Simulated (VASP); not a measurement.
A run of VASP 6.6.1:

The input INCAR:

```
PREC     = Accurate       # precision mode
ENCUT    = 520            # plane-wave cutoff, eV
EDIFF    = 1E-7           # SCF threshold, eV
ISMEAR   = 0              # smearing method
SIGMA    = 0.15           # smearing width, eV
LREAL    = False          # projectors in reciprocal space
LASPH    = True           # aspherical terms in the spheres
NELM     = 100            # most SCF steps
ALGO     = Normal         # electronic algorithm
ISIF     = 2              # what is computed and relaxed
LWAVE    = False          # write WAVECAR
LCHARG   = False          # write CHGCAR
GGA      = PE             # functional
IVDW     = 12             # dispersion correction
NBANDS   = 18             # bands
```

KPOINTS

```
Automatic mesh
0
Gamma
  12 12 8
```

File POSCAR:

```
PtSe2
1.0
    3.7715031150      0.0000000000      0.0000000000
   -1.8857515575      3.2662175080      0.0000000000
    0.0000000000      0.0000000000      4.8219239451
Pt Se
1 2
Direct
    0.0000000000      0.0000000000      0.0000000000
    0.3333333333      0.6666666667      0.2969401033
    0.6666666667      0.3333333333      0.7030598967
```

Potentials or basis: VASP PAW PBE potentials, release 64 (Pt, Se).

The run is started by

```sh
$ cat potpaw_PBE.64/Pt/POTCAR potpaw_PBE.64/Se/POTCAR > POTCAR
$ mpirun -np 1 vasp_std > vasp.out
```

Hardware: 1 thread of AMD EPYC 7R43 64-Core Processor (Zen 3) (shared host).

Estimate the wall time of this run.

It took 120 s on 1 thread of AMD EPYC 7R43 64-Core Processor (Zen 3) (shared host), peak memory 0.25 GiB. Counts: scf iterations 15, k points 131.
